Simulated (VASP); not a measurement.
Here is a VASP 6.6.1 calculation.

The input POSCAR:

```
HfSc
1.0
    3.2401200000      0.0000000000      0.0000000000
   -1.6200600000      2.8060262313      0.0000000000
    0.0000000000      0.0000000000      5.1041290000
Hf Sc
1 1
Direct
    0.6666666667      0.3333333333      0.5000000000
    0.3333333333      0.6666666667      0.0000000000
```

INCAR.step1

```
PREC     = Accurate       # precision mode
ENCUT    = 600            # plane-wave cutoff, eV
ISMEAR   = -1             # smearing method
SIGMA    = 0.05           # smearing width, eV
LREAL    = False          # projectors in reciprocal space
LASPH    = True           # aspherical terms in the spheres
NELM     = 80             # most SCF steps
GGA      = PE             # functional
ALGO     = Normal         # electronic algorithm
EDIFF    = 1E-4           # SCF threshold, eV
LWAVE    = True           # write WAVECAR
LCHARG   = False          # write CHGCAR
```

File INCAR.step2:

```
PREC     = Accurate       # precision mode
ENCUT    = 600            # plane-wave cutoff, eV
EDIFF    = 1E-6           # SCF threshold, eV
ISMEAR   = -1             # smearing method
SIGMA    = 0.05           # smearing width, eV
LREAL    = False          # projectors in reciprocal space
LASPH    = True           # aspherical terms in the spheres
NELM     = 80             # most SCF steps
ALGO     = Normal         # electronic algorithm
ISIF     = 3              # what is computed and relaxed
LWAVE    = False          # write WAVECAR
LCHARG   = False          # write CHGCAR
METAGGA  = R2SCAN         # meta-GGA
LMIXTAU  = True         
IVDW     = 13             # dispersion correction
VDW_S6   = 1.0          
VDW_S8   = 0.6018749    
VDW_A1   = 0.51559235   
VDW_A2   = 5.77342911   
IBRION   = 2              # ionic algorithm
NSW      = 80             # ionic steps
EDIFFG   = -0.005         # ionic threshold
ISTART   = 1
```

KPOINTS

```
Automatic mesh
0
Gamma
  11 11 6
```

Potentials or basis: VASP PAW PBE potentials, release 64 (Hf_pv, Sc_sv).

Run with:

```bash
$ cat potpaw_PBE.64/Hf_pv/POTCAR potpaw_PBE.64/Sc_sv/POTCAR > POTCAR
$ cp INCAR.step1 INCAR
$ mpirun -np 1 vasp_std > vasp.out
$ cp INCAR.step2 INCAR
$ mpirun -np 1 vasp_std > vasp.out
```

(1) Estimate the relaxed cell.

(2) What does it give for the relaxed volume?

(3) What does it give for the dispersion energy per atom?

Results:

(1) a = 3.233 Å, b = 3.233 Å, c = 5.095 Å, α = 90.00°, β = 90.00°, γ = 120.00°.

(2) 23.06 Å³/atom.

(3) -0.077 eV.

Caveat: the PAW data sets were made with another functional, which shifts forces and pressure a little.
